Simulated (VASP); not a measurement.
A run of VASP 6.6.1 is set up as follows.

File INCAR:

```
SYSTEM = SrO
PREC = Accurate
ENCUT = 600
EDIFF = 1E-7
ISMEAR = 0
SIGMA = 0.05
LREAL = .FALSE.
LASPH = .TRUE.
NELM = 100
ALGO = Normal
ISIF = 4
LWAVE = .FALSE.
LCHARG = .FALSE.
GGA = PS
IBRION = 2
NSW = 60
EDIFFG = -0.01
```

KPOINTS

```
regular mesh
0
G
  10 10 10
  0 0 0
```

POSCAR

```
SrO
1.0
    3.5010715013      0.0000000000      0.0000000000
   -1.7505357506      3.0320168606      0.0000000000
    0.0000000000      0.0000000000      3.1789246912
Sr O
1 1
Direct
    0.0000000000      0.0000000000      0.0000000000
    0.6666666667      0.3333333333      0.5000000000
```

Potentials or basis: VASP PAW PBE potentials, release 64 (Sr_sv, O).

Command:

```console
$ cat potpaw_PBE.64/Sr_sv/POTCAR potpaw_PBE.64/O/POTCAR > POTCAR
$ mpirun -np 1 vasp_std > vasp.out
```

(1) Predict the band gap on the k mesh.

Answers

(1) 2.74 eV, direct.
